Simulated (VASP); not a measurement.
# ZrN (Fm-3m) in VASP: a series of runs

Runs on ZrN. Level: PBE. Tasks: single point.

Everything below comes from runs of VASP 6.6.1. Logs are shortened: lines on timing, memory, paths and dates and some standing lists are left out, and cuts for length are marked.

## 1. The cell of the first run

It takes space group Fm-3m (No. 225, cubic). The conventional cell has a = 4.640 Å, b = 4.640 Å, c = 4.640 Å, α = 90.00°, β = 90.00°, γ = 90.00°. Within 3.1 Å of Zr (site symmetry m-3m) lie 6 N at 2.32 Å. N (site symmetry m-3m) has 6 Zr at 2.32 Å within 3.1 Å.

## 2. Single point, PBE, collinear spin (12.49 Å³/atom)

File INCAR:

```
SYSTEM = ZrN
ALGO = Normal
EDIFF = 1E-6
ENCUT = 600
GGA = PE
GGA_COMPAT = .False.
ISIF = 2
ISMEAR = 0
ISPIN = 2
LASPH = .True.
LCHARG = .True.
LELF = .True.
LMAXMIX = 4
LORBIT = 11
LREAL = .False.
LVHAR = .True.
LWAVE = .False.
MAGMOM = 0.9 0
NBANDS = 20
NELM = 200
NUPDOWN = 0.9
PREC = Accurate
SIGMA = 0.15
```

File KPOINTS:

```
k-points
0
Gamma
  18 18 18
  0 0 0
```

File POSCAR:

```
ZrN
1.0
    0.0000000000      2.3202372924      2.3202372924
    2.3202372924      0.0000000000      2.3202372924
    2.3202372924      2.3202372924      0.0000000000
Zr N
1 1
Direct
    0.0000000000      0.0000000000      0.0000000000
    0.5000000000      0.5000000000      0.5000000000
```

Potentials or basis: VASP PAW PBE potentials, release 64 (Zr_sv, N).

Launch:

```bash
> cat potpaw_PBE.64/Zr_sv/POTCAR potpaw_PBE.64/N/POTCAR > POTCAR
> mpirun -np 1 vasp_std > vasp.out
```

OUTCAR:

```text
SYSTEM = ZrN
   EDIFF = 1E-6
   ENCUT = 600
   GGA = PE
   ISIF = 2
   ISMEAR = 0
   ISPIN = 2
   LASPH = .True.
   LORBIT = 11
   LREAL = .False.
   NELM = 200
   NUPDOWN = 0.9
   PREC = Accurate

 ion  position               nearest neighbor table
   1  0.000  0.000  0.000-   2 2.32   2 2.32   2 2.32   2 2.32   2 2.32   2 2.32
   2  0.500  0.500  0.500-   1 2.32   1 2.32   1 2.32   1 2.32   1 2.32   1 2.32

  LATTYP: Found a face centered cubic cell.
 ALAT       =     4.6404745848

  Lattice vectors:

 A1 = (   0.0000000000,   2.3202372924,   2.3202372924)
 A2 = (   2.3202372924,   0.0000000000,   2.3202372924)
 A3 = (   2.3202372924,   2.3202372924,   0.0000000000)

Analysis of symmetry for initial positions (statically):
=====================================================================
 Subroutine PRICEL returns:
 Original cell was already a primitive cell.

 Routine SETGRP: Setting up the symmetry group for a
 face centered cubic supercell.

 Subroutine GETGRP returns: Found 48 space group operations
 (whereof 48 operations were pure point group operations)
 out of a pool of 48 trial point group operations.

The static configuration has the point symmetry O_h .

Analysis of symmetry for dynamics (positions and initial velocities):
=====================================================================
 Subroutine PRICEL returns:
 Original cell was already a primitive cell.

 Routine SETGRP: Setting up the symmetry group for a
 face centered cubic supercell.

 Subroutine GETGRP returns: Found 48 space group operations
 (whereof 48 operations were pure point group operations)
 out of a pool of 48 trial point group operations.

The dynamic configuration has the point symmetry O_h .

Analysis of structural, dynamic, and magnetic symmetry:
=====================================================================
 Subroutine PRICEL returns:
 Original cell was already a primitive cell.

 Routine SETGRP: Setting up the symmetry group for a
 face centered cubic supercell.

 Subroutine GETGRP returns: Found 48 space group operations
 (whereof 48 operations were pure point group operations)
 out of a pool of 48 trial point group operations.

The overall configuration has the point symmetry O_h .

 Subroutine INISYM returns: Found 48 space group operations
 (whereof 48 operations are pure point group operations),
 and found     1 'primitive' translations

----------------------------------------------------------------------------------------

                                     Primitive cell

  volume of cell :      24.9820

  direct lattice vectors                    reciprocal lattice vectors
     0.000000000  2.320237292  2.320237292    -0.215495200  0.215495200  0.215495200
     2.320237292  0.000000000  2.320237292     0.215495200 -0.215495200  0.215495200
     2.320237292  2.320237292  0.000000000     0.215495200  0.215495200 -0.215495200

  length of vectors
     3.281311047  3.281311047  3.281311047     0.373248636  0.373248636  0.373248636

  position of ions in fractional coordinates (direct lattice)
     0.000000000  0.000000000  0.000000000
     0.500000000  0.500000000  0.500000000

  ion indices of the primitive-cell ions
   primitive index   ion index
                 1           1
                 2           2

----------------------------------------------------------------------------------------

 KPOINTS: k-points

Automatic generation of k-mesh.
 Grid dimensions read from file:
 generate k-points for:   18   18   18

 Generating k-lattice:

  Cartesian coordinates                     Fractional coordinates (reciprocal lattice)
    -0.011971956  0.011971956  0.011971956     0.055555556  0.000000000  0.000000000
     0.011971956 -0.011971956  0.011971956     0.000000000  0.055555556  0.000000000
     0.011971956  0.011971956 -0.011971956     0.000000000  0.000000000  0.055555556

  Length of vectors
     0.020736035  0.020736035  0.020736035

  Shift w.r.t. Gamma in fractional coordinates (k-lattice)
     0.000000000  0.000000000  0.000000000

 Subroutine IBZKPT returns following result:
 ===========================================

 Found    195 irreducible k-points:

 Following reciprocal coordinates:
            Coordinates               Weight
  0.000000  0.000000  0.000000      1.000000
  0.055556  0.000000  0.000000      8.000000
  0.111111  0.000000  0.000000      8.000000
  0.166667  0.000000  0.000000      8.000000
  0.222222  0.000000  0.000000      8.000000
  0.277778  0.000000  0.000000      8.000000
[... 16 lines left out ...]
 -0.277778  0.055556  0.000000     24.000000
 -0.222222  0.055556  0.000000     24.000000
 [... further k-points ...]
   k-points           NKPTS =    195   k-points in BZ     NKDIM =    195   number of bands    NBANDS=     20
   number of dos      NEDOS =    301   number of ions     NIONS =      2
   total plane-waves  NPLWV =  21952
   dimension x,y,z NGX =    28 NGY =   28 NGZ =   28
   dimension x,y,z NGXF=    56 NGYF=   56 NGZF=   56
   ions per type =               1   1
   NGX,Y,Z   is equivalent  to a cutoff of  14.19, 14.19, 14.19 a.u.
   NGXF,Y,Z  is equivalent  to a cutoff of  28.37, 28.37, 28.37 a.u.
 SYSTEM =  ZrN
   PREC   = accura    normal or accurate (medium, high low for compatibility)
   ISTART =      0    job   : 0-new  1-cont  2-samecut
   ICHARG =      2    charge: 1-file 2-atom 10-const
   ISPIN  =      2    spin polarized calculation?
   LNONCOLLINEAR =      F non collinear calculations
   LSORBIT =      F    spin-orbit coupling
   LASPH  =      T    aspherical Exc in radial PAW
   ENCUT  =  600.0 eV  44.10 Ry    6.64 a.u.   6.55  6.55  6.55*2*pi/ulx,y,z
   NELM   =    200;   NELMIN=  2; NELMDL= -5     # of ELM steps
   EDIFF  = 0.1E-05   stopping-criterion for ELM
   LREAL  =      F    real-space projection
   EDIFFG = 0.1E-04   stopping-criterion for IOM
   NSW    =      0    number of steps for IOM
   IBRION =     -1    ionic relax: 0-MD 1-quasi-New 2-CG
   NFREE  =      0    steps in history (QN), initial steepest desc. (CG)
   ISIF   =      2    stress and relaxation
   ISYM   =      2    0-nonsym 1-usesym 2-fastsym
   POTIM  = 0.5000    time-step for ionic-motion
   TEBEG  =    0.0;   TEEND  =   0.0 temperature during run
   PSTRESS=    0.0 pullay stress
   NELECT =      17.0000    total number of electrons
   NUPDOWN=       0.9000    fix difference up-down
   EMIN   =  10.00;   EMAX   =-10.00  energy-range for DOS
   EFERMI =   0.00;   METHOD = LEGACY
   ISMEAR =     0;   SIGMA  =   0.15  broadening in eV -4-tet -1-fermi 0-gaus
   EFERMI_NEDOS =   21; number of points for ismear=-14 and -15
   IALGO  =     38    algorithm
   IMIX   =      4    mixing-type and parameters
     AMIX     =   0.40;   BMIX     =  1.00
     AMIX_MAG =   1.60;   BMIX_MAG =  1.00
  volume/ion in A,a.u.               =      12.49        84.29
  Fermi-wavevector in a.u.,A,eV,Ry     =   1.439954  2.721119 28.211254  2.073469
  Thomas-Fermi vector in A             =   2.558752
   LORBIT       =     11    0 simple, 1 ext, 2 COOP (PROOUT), +10 PAW based schemes
   GGA     = PE    functional components
   LHFCALC =     F    Hartree Fock is set to
   AEXX    =    0.0000 exact exchange contribution
   IVDW    =     0    specifies the selected vdW correction
   LEPSILON=     F    determine dielectric tensor
   LRPA    =     F    only Hartree local field effects (RPA)
 spin polarized calculation
 Gauss-broadening in eV      SIGMA  =   0.15
  energy-cutoff  :      600.00
  volume of cell :       24.98
 maximum number of plane-waves:       869
 NGX is ok and might be reduce to    28
   NGX = 13   NGY = 13   NGZ = 13

 number of electron      17.0000000 magnetization       0.9000000

 Free energy of the ion-electron system (eV)
  ---------------------------------------------------
  ext. energy  EPLUGINS =         0.00000000
  ---------------------------------------------------
  free energy    TOTEN  =       -19.86199683 eV

  energy without entropy =      -19.85632596  energy(sigma->0) =      -19.85916139

 E-fermi :   9.7530     XC(G=0): -12.2858

 val. band max:       12.3441275708   @ k =  -0.3333   0.3333   0.1667
 cond. band min:       9.7608852699   @ k =  -0.4444   0.4444   0.0556
 fundamental gap:     -2.5832423009
 Fermi energy:        12.3726031858

 spin component 1

 k-point     1 :       0.0000    0.0000    0.0000
  band No.  band energies     occupation
      1     -38.2635      1.00000
      2     -15.9542      1.00000
      3     -15.9542      1.00000
      4     -15.9542      1.00000
      5      -4.7193      1.00000
      6       8.8233      1.00000
[... 12 lines left out ...]
     19      35.3410      0.00000
     20      35.3410      0.00000

 k-point     2 :       0.0556    0.0000    0.0000
  band No.  band energies     occupation
      1     -38.2599      1.00000
      2     -15.9887      1.00000
      3     -15.9569      1.00000
      4     -15.9569      1.00000
      5      -4.6604      1.00000
      6       8.5277      1.00000
[... 12 lines left out ...]
     19      35.4921      0.00000
     20      35.4945      0.00000

 k-point     3 :       0.1111    0.0000    0.0000
  band No.  band energies     occupation
      1     -38.2494      1.00000
      2     -16.0865      1.00000
      3     -15.9646      1.00000
      4     -15.9646      1.00000
      5      -4.4907      1.00000
      6       7.8477      1.00000
[... 12 lines left out ...]
     19      35.8033      0.00000
     20      35.8035      0.00000

 k-point     4 :       0.1667    0.0000    0.0000
  band No.  band energies     occupation
      1     -38.2333      1.00000
      2     -16.2326      1.00000
      3     -15.9763      1.00000
      4     -15.9763      1.00000
      5      -4.2299      1.00000
      6       7.0343      1.00000
[... 429 lines left out ...]
 k-point    23 :      -0.2778    0.0556    0.0000
  band No.  band energies     occupation
      1     -38.1831      1.00000
      2     -16.6376      1.00000
      3     -16.0461      1.00000
      4     -15.9989      1.00000
      5      -3.4329      1.00000
      6       5.1909      1.00000
[... 12 lines left out ...]
     19      33.8123      0.00000
     20      34.4206      0.00000

 k-point    24 :      -0.2222    0.0556    0.0000
  band No.  band energies     occupation
      1     -38.2039      1.00000
      2     -16.4680      1.00000
      3     -16.0302      1.00000
      4     -15.9829      1.00000
      5      -3.7708      1.00000
      6       5.8768      1.00000
[... 12 lines left out ...]
     19      34.1537      0.00000
     20      35.2573      0.00000

 [... further k-points ...]

 spin component 2

 k-point     1 :       0.0000    0.0000    0.0000
  band No.  band energies     occupation
      1     -37.9391      1.00000
      2     -15.5738      1.00000
      3     -15.5738      1.00000
      4     -15.5738      1.00000
      5      -4.4677      1.00000
      6       9.0066      1.00000
[... 12 lines left out ...]
     19      36.0439      0.00000
     20      36.0439      0.00000

 k-point     2 :       0.0556    0.0000    0.0000
  band No.  band energies     occupation
      1     -37.9355      1.00000
      2     -15.6076      1.00000
      3     -15.5763      1.00000
      4     -15.5763      1.00000
      5      -4.4102      1.00000
      6       8.7540      1.00000
[... 12 lines left out ...]
     19      36.1720      0.00000
     20      36.1736      0.00000

 k-point     3 :       0.1111    0.0000    0.0000
  band No.  band energies     occupation
      1     -37.9253      1.00000
      2     -15.7037      1.00000
      3     -15.5835      1.00000
      4     -15.5835      1.00000
      5      -4.2447      1.00000
      6       8.1416      1.00000
[... 12 lines left out ...]
     19      36.4501      0.00000
     20      36.4501      0.00000

 k-point     4 :       0.1667    0.0000    0.0000
  band No.  band energies     occupation
      1     -37.9097      1.00000
      2     -15.8472      1.00000
      3     -15.5946      1.00000
      4     -15.5946      1.00000
      5      -3.9903      1.00000
      6       7.3803      1.00000
[... 429 lines left out ...]
 k-point    23 :      -0.2778    0.0556    0.0000
  band No.  band energies     occupation
      1     -37.8609      1.00000
      2     -16.2450      1.00000
      3     -15.6616      1.00000
      4     -15.6151      1.00000
      5      -3.2163      1.00000
      6       5.6004      1.00000
[... 12 lines left out ...]
     19      34.1307      0.00000
     20      34.8173      0.00000

 k-point    24 :      -0.2222    0.0556    0.0000
  band No.  band energies     occupation
      1     -37.8812      1.00000
      2     -16.0783      1.00000
      3     -15.6467      1.00000
      4     -15.6000      1.00000
      5      -3.5441      1.00000
      6       6.2548      1.00000
[... 12 lines left out ...]
     19      34.5415      0.00000
     20      35.6402      0.00000

 [... further k-points ...]

------------------------ aborting loop because EDIFF is reached ----------------------------------------

  FORCE on cell =-STRESS in cart. coord.  units (eV):
  Direction    XX          YY          ZZ          XY          YZ          ZX
  --------------------------------------------------------------------------------------
  -------------------------------------------------------------------------------------
  Total       -0.3051589     -0.3051589     -0.3051589      0.0000000     -0.0000000      0.0000000
  in kB      -19.5708362    -19.5708362    -19.5708362      0.0000000     -0.0000000      0.0000000
  external PRESSURE =     -19.5708362 kB  Pullay stress =       0.0000000 kB

 VOLUME and BASIS-vectors are now :
 -----------------------------------------------------------------------------
  energy-cutoff  :      600.00
  volume of cell :       24.98
      direct lattice vectors                 reciprocal lattice vectors
     0.000000000  2.320237292  2.320237292    -0.215495200  0.215495200  0.215495200
     2.320237292  0.000000000  2.320237292     0.215495200 -0.215495200  0.215495200
     2.320237292  2.320237292  0.000000000     0.215495200  0.215495200 -0.215495200

 POSITION                                       TOTAL-FORCE (eV/Angst)
 -----------------------------------------------------------------------------------
      0.00000      0.00000      0.00000         0.000000      0.000000      0.000000
      2.32024      2.32024      2.32024        -0.000000     -0.000000     -0.000000
 -----------------------------------------------------------------------------------
    total drift:                                0.000000      0.000000      0.000000

  FREE ENERGIE OF THE ION-ELECTRON SYSTEM (eV)
  ---------------------------------------------------
  free  energy   TOTEN  =       -19.8619968311 eV

  energy  without entropy=      -19.8563259582  energy(sigma->0) =      -19.85916139

 total charge

# of ion       s       p       d       tot
------------------------------------------
    1        2.155   6.021   1.641   9.817
    2        1.238   2.447   0.000   3.685
--------------------------------------------------
tot          3.393   8.468   1.641  13.501

 magnetization (x)

# of ion       s       p       d       tot
------------------------------------------
    1        0.007   0.003   0.508   0.518
    2        0.002   0.076   0.000   0.078
--------------------------------------------------
tot          0.008   0.080   0.508   0.596
```

Wall time 5.3 min (1 thread of Oxide Virtual Turin-like, shared host); peak memory 0.28 GiB.

What came out:

```
Free energy                                           : -19.8620 eV
Pressure                                              : -2.0 GPa
Net moment                                            : 0.90 μB per cell
Site moments                                          : Zr +0.52; N +0.08 μB
Valence electrons inside the program's atomic spheres : Zr 9.82; N 3.69
```

Caveat: the total moment is fixed, so each spin has its own Fermi level and the state may be an excited one.

## 3. Single point, PBE, collinear spin (12.49 Å³/atom)

File INCAR:

```
SYSTEM = ZrN
PREC = Accurate
ENCUT = 600
EDIFF = 1E-6
ISMEAR = 0
SIGMA = 0.15
LREAL = .FALSE.
LASPH = .TRUE.
NELM = 200
ALGO = Normal
ISIF = 2
LWAVE = .FALSE.
LCHARG = .FALSE.
ISPIN = 2
MAGMOM = 0.5 0
LORBIT = 11
NUPDOWN = 0.5
LMAXMIX = 4
GGA = PE
NBANDS = 20
GGA_COMPAT = .FALSE.
```

File KPOINTS:

```
regular mesh
0
G
  18 18 18
  0 0 0
```

POSCAR is that of step 2.

Potentials or basis: VASP PAW PBE potentials, release 64 (Zr_sv, N).

Launch:

```bash
> cat potpaw_PBE.64/Zr_sv/POTCAR potpaw_PBE.64/N/POTCAR > POTCAR
> mpirun -np 1 vasp_std > vasp.out
```

Wall time 5.1 min (1 thread of Oxide Virtual Turin-like, shared host); peak memory 0.27 GiB.

Results (log left out):

```
Free energy                                           : -20.2211 eV
Pressure                                              : -5.4 GPa
Net moment                                            : 0.50 μB per cell
Site moments                                          : Zr +0.29; N +0.04 μB
Valence electrons inside the program's atomic spheres : Zr 9.81; N 3.68
```

Caveat: the cell stands under tension; the total moment is fixed, so each spin has its own Fermi level and the state may be an excited one.

(Continued in part 2 of 2.)
